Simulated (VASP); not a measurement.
# P (P4/mmm) in VASP: a series of runs

P is run at these levels: PBEsol+D3(BJ); tasks: single point.

All numbers are computed with VASP 6.6.1; they aren't measurements. Logs are shortened: lines on timing, memory, paths and dates and some standing lists are left out, and cuts for length are marked.

**1. The cell of the first run**

It takes space group P4/mmm (No. 123, tetragonal). Conventional cell: a = 4.273 Å, b = 4.273 Å, c = 4.115 Å, α = 90.00°, β = 90.00°, γ = 90.00°. P (site symmetry 4/mmm) has 6 P at 4.12 to 4.27 Å within 5.4 Å.

**2. Single point, PBEsol+D3(BJ) (strain -0.0600 x Voigt [0, 0, 1, 0, 0, 0])**

INCAR

```
SYSTEM = P
PREC = Accurate
ENCUT = 500
EDIFF = 1E-6
ISMEAR = 0
SIGMA = 0.15
LREAL = .FALSE.
LASPH = .TRUE.
NELM = 120
ALGO = Normal
ISIF = 2
LWAVE = .FALSE.
LCHARG = .FALSE.
GGA = PS
IVDW = 12
NBANDS = 8
GGA_COMPAT = .FALSE.
```

KPOINTS

```
regular mesh
0
G
  12 12 12
  0 0 0
```

POSCAR

```
P
1.0
    4.2729048574      0.0000000000      0.0000000000
    0.0000000000      4.2729048574      0.0000000000
    0.0000000000      0.0000000000      4.1153200000
P
1
Direct
    0.0000000000      0.0000000000      0.0000000000
```

Potentials or basis: VASP PAW PBE potentials, release 64 (P).

Run with:

```sh
cat potpaw_PBE.64/P/POTCAR > POTCAR
mpirun -np 1 vasp_std > vasp.out
```

OUTCAR:

```text
SYSTEM = P
   PREC = Accurate
   ENCUT = 500
   EDIFF = 1E-6
   ISMEAR = 0
   LREAL = .FALSE.
   LASPH = .TRUE.
   NELM = 120
   ISIF = 2
   GGA = PS
   IVDW = 12
 IVDW          = 12

 ion  position               nearest neighbor table
   1  0.000  0.000  0.000-

  LATTYP: Found a simple tetragonal cell.
 ALAT       =     4.2729048574
 C/A-ratio  =     0.9631199705

  Lattice vectors:

 A1 = (   4.2729048574,   0.0000000000,   0.0000000000)
 A2 = (   0.0000000000,   4.2729048574,   0.0000000000)
 A3 = (   0.0000000000,   0.0000000000,   4.1153200000)

Analysis of symmetry for initial positions (statically):
=====================================================================
 Subroutine PRICEL returns:
 Original cell was already a primitive cell.

 Routine SETGRP: Setting up the symmetry group for a
 simple tetragonal supercell.

 Subroutine GETGRP returns: Found 16 space group operations
 (whereof 16 operations were pure point group operations)
 out of a pool of 16 trial point group operations.

The static configuration has the point symmetry D_4h.

Analysis of symmetry for dynamics (positions and initial velocities):
=====================================================================
 Subroutine PRICEL returns:
 Original cell was already a primitive cell.

 Routine SETGRP: Setting up the symmetry group for a
 simple tetragonal supercell.

 Subroutine GETGRP returns: Found 16 space group operations
 (whereof 16 operations were pure point group operations)
 out of a pool of 16 trial point group operations.

The dynamic configuration has the point symmetry D_4h.

 Subroutine INISYM returns: Found 16 space group operations
 (whereof 16 operations are pure point group operations),
 and found     1 'primitive' translations

----------------------------------------------------------------------------------------

                                     Primitive cell

  volume of cell :      75.1363

  direct lattice vectors                    reciprocal lattice vectors
     4.272904857  0.000000000  0.000000000     0.234032826  0.000000000  0.000000000
     0.000000000  4.272904857  0.000000000     0.000000000  0.234032826  0.000000000
     0.000000000  0.000000000  4.115320000     0.000000000  0.000000000  0.242994469

  length of vectors
     4.272904857  4.272904857  4.115320000     0.234032826  0.234032826  0.242994469

  position of ions in fractional coordinates (direct lattice)
     0.000000000  0.000000000  0.000000000

  ion indices of the primitive-cell ions
   primitive index   ion index
                 1           1

----------------------------------------------------------------------------------------

 KPOINTS: regular mesh

Automatic generation of k-mesh.
 Grid dimensions read from file:
 generate k-points for:   12   12   12

 Generating k-lattice:

  Cartesian coordinates                     Fractional coordinates (reciprocal lattice)
     0.019502736  0.000000000  0.000000000     0.083333333  0.000000000  0.000000000
     0.000000000  0.019502736  0.000000000     0.000000000  0.083333333  0.000000000
     0.000000000  0.000000000  0.020249539     0.000000000  0.000000000  0.083333333

  Length of vectors
     0.019502736  0.019502736  0.020249539

  Shift w.r.t. Gamma in fractional coordinates (k-lattice)
     0.000000000  0.000000000  0.000000000

 Subroutine IBZKPT returns following result:
 ===========================================

 Found    196 irreducible k-points:

 Following reciprocal coordinates:
            Coordinates               Weight
  0.000000  0.000000  0.000000      1.000000
  0.083333  0.000000  0.000000      4.000000
  0.166667  0.000000  0.000000      4.000000
  0.250000  0.000000  0.000000      4.000000
  0.333333  0.000000  0.000000      4.000000
  0.416667  0.000000  0.000000      4.000000
[... 16 lines left out ...]
  0.333333  0.333333  0.000000      4.000000
  0.416667  0.333333  0.000000      8.000000
 [... further k-points ...]
   k-points           NKPTS =    196   k-points in BZ     NKDIM =    196   number of bands    NBANDS=      8
   number of dos      NEDOS =    301   number of ions     NIONS =      1
   total plane-waves  NPLWV =  30720
   dimension x,y,z NGX =    32 NGY =   32 NGZ =   30
   dimension x,y,z NGXF=    64 NGYF=   64 NGZF=   60
   ions per type =               1
   NGX,Y,Z   is equivalent  to a cutoff of  12.45, 12.45, 12.12 a.u.
   NGXF,Y,Z  is equivalent  to a cutoff of  24.90, 24.90, 24.24 a.u.
 SYSTEM =  P
   PREC   = accura    normal or accurate (medium, high low for compatibility)
   ISTART =      0    job   : 0-new  1-cont  2-samecut
   ICHARG =      2    charge: 1-file 2-atom 10-const
   ISPIN  =      1    spin polarized calculation?
   LNONCOLLINEAR =      F non collinear calculations
   LSORBIT =      F    spin-orbit coupling
   LASPH  =      T    aspherical Exc in radial PAW
   ENCUT  =  500.0 eV  36.75 Ry    6.06 a.u.   7.79  7.79  7.50*2*pi/ulx,y,z
   NELM   =    120;   NELMIN=  2; NELMDL= -5     # of ELM steps
   EDIFF  = 0.1E-05   stopping-criterion for ELM
   LREAL  =      F    real-space projection
   EDIFFG = 0.1E-04   stopping-criterion for IOM
   NSW    =      0    number of steps for IOM
   IBRION =     -1    ionic relax: 0-MD 1-quasi-New 2-CG
   NFREE  =      0    steps in history (QN), initial steepest desc. (CG)
   ISIF   =      2    stress and relaxation
   ISYM   =      2    0-nonsym 1-usesym 2-fastsym
   POTIM  = 0.5000    time-step for ionic-motion
   TEBEG  =    0.0;   TEEND  =   0.0 temperature during run
   PSTRESS=    0.0 pullay stress
   NELECT =       5.0000    total number of electrons
   NUPDOWN=      -1.0000    fix difference up-down
   EMIN   =  10.00;   EMAX   =-10.00  energy-range for DOS
   EFERMI =   0.00;   METHOD = LEGACY
   ISMEAR =     0;   SIGMA  =   0.15  broadening in eV -4-tet -1-fermi 0-gaus
   EFERMI_NEDOS =   21; number of points for ismear=-14 and -15
   IALGO  =     38    algorithm
   IMIX   =      4    mixing-type and parameters
     AMIX     =   0.40;   BMIX     =  1.00
     AMIX_MAG =   1.60;   BMIX_MAG =  1.00
  volume/ion in A,a.u.               =      75.14       507.05
  Fermi-wavevector in a.u.,A,eV,Ry     =   0.663409  1.253662  5.988084  0.440112
  Thomas-Fermi vector in A             =   1.736779
   LORBIT       =      0    0 simple, 1 ext, 2 COOP (PROOUT), +10 PAW based schemes
   GGA     = PS    functional components
   LHFCALC =     F    Hartree Fock is set to
   AEXX    =    0.0000 exact exchange contribution
   IVDW    =    12    specifies the selected vdW correction
   LEPSILON=     F    determine dielectric tensor
   LRPA    =     F    only Hartree local field effects (RPA)
 non-spin polarized calculation
 Gauss-broadening in eV      SIGMA  =   0.15
  energy-cutoff  :      500.00
  volume of cell :       75.14
 maximum number of plane-waves:      1944
 NGX is ok and might be reduce to    32
   NGX = 15   NGY = 15   NGZ = 15

 number of electron       4.9999999 magnetization

 Free energy of the ion-electron system (eV)
  ---------------------------------------------------
  ext. energy  EPLUGINS =         0.00000000
  ---------------------------------------------------
  free energy    TOTEN  =        -1.31441242 eV

  energy without entropy =       -1.27990736  energy(sigma->0) =       -1.29715989

 E-fermi :  -2.9169     XC(G=0):  -5.2470

 val. band max:       -2.9184186819   @ k =   0.4167   0.0833   0.2500
 cond. band min:      -2.9143359784   @ k =   0.5000   0.0000   0.2500
 fundamental gap:      0.0040827036
 Fermi energy:        -2.9169047950

 k-point     1 :       0.0000    0.0000    0.0000
  band No.  band energies     occupation
      1     -11.6942      2.00000
      2      -2.3977      0.00000
      3      -2.3977      0.00000
      4      -2.2042      0.00000
      5       1.7791      0.00000
      6       4.5202      0.00000
      7       4.6662      0.00000
      8       9.2371      0.00000

 k-point     2 :       0.0833    0.0000    0.0000
  band No.  band energies     occupation
      1     -11.6831      2.00000
      2      -2.5222      0.00020
      3      -2.3882      0.00000
      4      -2.1953      0.00000
      5       1.9046      0.00000
      6       4.6081      0.00000
      7       4.7253      0.00000
      8       8.8022      0.00000

 k-point     3 :       0.1667    0.0000    0.0000
  band No.  band energies     occupation
      1     -11.6525      2.00000
      2      -2.8288      0.40632
      3      -2.3620      0.00000
      4      -2.1709      0.00000
      5       2.2195      0.00000
      6       4.7569      0.00000
      7       4.9633      0.00000
      8       8.1547      0.00000

 k-point     4 :       0.2500    0.0000    0.0000
  band No.  band energies     occupation
      1     -11.6097      2.00000
      2      -3.1921      1.99052
      3      -2.3254      0.00000
      4      -2.1369      0.00000
      5       2.6229      0.00000
      6       4.9188      0.00000
      7       5.2266      0.00000
      8       7.5798      0.00000

 k-point     5 :       0.3333    0.0000    0.0000
  band No.  band energies     occupation
      1     -11.5656      2.00000
      2      -3.5122      2.00000
      3      -2.2880      0.00000
      4      -2.1021      0.00000
      5       3.0567      0.00000
      6       5.0941      0.00000
      7       5.2189      0.00000
      8       7.1387      0.00000
[... 177 lines left out ...]
 k-point    22 :       0.5000    0.2500    0.0000
  band No.  band energies     occupation
      1     -11.4422      2.00000
      2      -3.6585      2.00000
      3      -2.9414      1.18293
      4      -2.0064      0.00000
      5       3.6820      0.00000
      6       4.6083      0.00000
      7       6.1769      0.00000
      8       6.7822      0.00000

 k-point    23 :       0.3333    0.3333    0.0000
  band No.  band energies     occupation
      1     -11.4443      2.00000
      2      -3.3461      1.99995
      3      -3.2677      1.99906
      4      -2.0080      0.00000
      5       3.4685      0.00000
      6       4.7687      0.00000
      7       6.5183      0.00000
      8       6.7130      0.00000

 k-point    24 :       0.4167    0.3333    0.0000
  band No.  band energies     occupation
      1     -11.4131      2.00000
      2      -3.5115      2.00000
      3      -3.2506      1.99834
      4      -1.9842      0.00000
      5       3.3198      0.00000
      6       4.9017      0.00000
      7       6.6458      0.00000
      8       6.8632      0.00000

 [... further k-points ...]

------------------------ aborting loop because EDIFF is reached ----------------------------------------

 Edisp (eV)   -0.08705

 E8    (eV) :    -0.0514

  FORCE on cell =-STRESS in cart. coord.  units (eV):
  Direction    XX          YY          ZZ          XY          YZ          ZX
  --------------------------------------------------------------------------------------
  -------------------------------------------------------------------------------------
  Total      -2.06905    -2.06905    -2.39048     0.00000     0.00000     0.00000
  in kB     -44.11959   -44.11959   -50.97354     0.00000     0.00000     0.00000
  external pressure =      -46.40 kB  Pullay stress =        0.00 kB

 VOLUME and BASIS-vectors are now :
 -----------------------------------------------------------------------------
  energy-cutoff  :      500.00
  volume of cell :       75.14
      direct lattice vectors                 reciprocal lattice vectors
     4.272904857  0.000000000  0.000000000     0.234032826  0.000000000  0.000000000
     0.000000000  4.272904857  0.000000000     0.000000000  0.234032826  0.000000000
     0.000000000  0.000000000  4.115320000     0.000000000  0.000000000  0.242994469

 POSITION                                       TOTAL-FORCE (eV/Angst)
 -----------------------------------------------------------------------------------
      0.00000      0.00000      0.00000         0.000000      0.000000      0.000000
 -----------------------------------------------------------------------------------
    total drift:                                0.000000      0.000000     -0.000000

  FREE ENERGIE OF THE ION-ELECTRON SYSTEM (eV)
  ---------------------------------------------------
  free  energy   TOTEN  =        -1.4014665572 eV

  energy  without entropy=       -1.3669614930  energy(sigma->0) =       -1.38421403
```

It took 29 s on 1 thread of Intel Xeon 6975P-C (Granite Rapids), shared host; peak memory 0.24 GiB.

Results:

| Property | Result |
| --- | --- |
| Free energy | -1.4015 eV |
| Pressure | -4.6 GPa |
| Band gap on the k mesh | zero (an odd number of electrons rules out a gap without spin polarisation) |
| Dispersion energy per atom | -0.087 eV |

Stress tensor (GPa, compression positive):
```
-4.41  0.00  0.00
 0.00 -4.41  0.00
 0.00  0.00 -5.10
```

Caveat: the cell differs from its parent crystal (strain -0.0600 x Voigt [0, 0, 1, 0, 0, 0]); the cell stands under tension; the PAW data sets were made with another functional, which shifts forces and pressure a little.

**3. Single point, PBEsol+D3(BJ) (strain -0.0450 x Voigt [0, 0, 1, 0, 0, 0])**

INCAR

```
  PREC = Accurate
  ENCUT = 500
  EDIFF = 1E-6
  ISMEAR = 0
  SIGMA = 0.15
  LREAL = False
  LASPH = True
  NELM = 120
  ALGO = Normal
  ISIF = 2
  LWAVE = False
  LCHARG = False
  GGA = PS
  IVDW = 12
  NBANDS = 8
  GGA_COMPAT = False
```

KPOINTS

```
regular mesh
0
Gamma
  12 12 12
```

POSCAR, as its differences from that of step 2:

```diff
@@ -4,3 +4,3 @@
     0.0000000000      4.2729048574      0.0000000000
-    0.0000000000      0.0000000000      4.1153200000
+    0.0000000000      0.0000000000      4.1809900000
 P
```

Potentials or basis: VASP PAW PBE potentials, release 64 (P).

Run with:

```sh
cat potpaw_PBE.64/P/POTCAR > POTCAR
mpirun -np 1 vasp_std > vasp.out
```

Run time: 26 s. Hardware: 1 thread of Intel Xeon 6975P-C (Granite Rapids), shared host; peak memory 0.24 GiB.

Results (log left out):

```yaml
Free_energy: -1.3647 eV
Pressure: -4.5 GPa
Band_gap_on_the_k_mesh: zero (an odd number of electrons rules out a gap without spin polarisation)
Dispersion_energy_per_atom: -0.085 eV
```

Stress tensor (GPa, compression positive):
```
-4.35  0.00  0.00
 0.00 -4.35  0.00
 0.00  0.00 -4.74
```

Levels at points of the mesh, in eV from the Fermi level:
| k point | band 1 | band 2 | band 3 | band 4 | band 5 | band 6 |
| --- | --- | --- | --- | --- | --- | --- |
| (0.00, 0.00, 0.00) | -8.76 | 0.53 | 0.53 | 0.64 | 4.68 | 7.46 |
| (0.50, 0.00, 0.00) | -8.59 | -0.87 | 0.68 | 0.78 | 6.58 | 7.63 |
| (0.50, 0.50, 0.00) | -8.43 | -0.57 | -0.57 | 0.91 | 5.81 | 8.23 |
| (0.00, 0.00, 0.50) | -8.56 | -0.91 | 0.70 | 0.70 | 6.62 | 7.70 |
| (0.50, 0.00, 0.50) | -8.40 | -0.61 | -0.53 | 0.83 | 5.82 | 8.22 |
| (0.50, 0.50, 0.50) | -8.25 | -0.37 | -0.28 | -0.28 | 6.90 | 6.90 |

Caveat: the cell differs from its parent crystal (strain -0.0450 x Voigt [0, 0, 1, 0, 0, 0]); the cell stands under tension; the PAW data sets were made with another functional, which shifts forces and pressure a little.

(Part 1 of 2 ends here.)
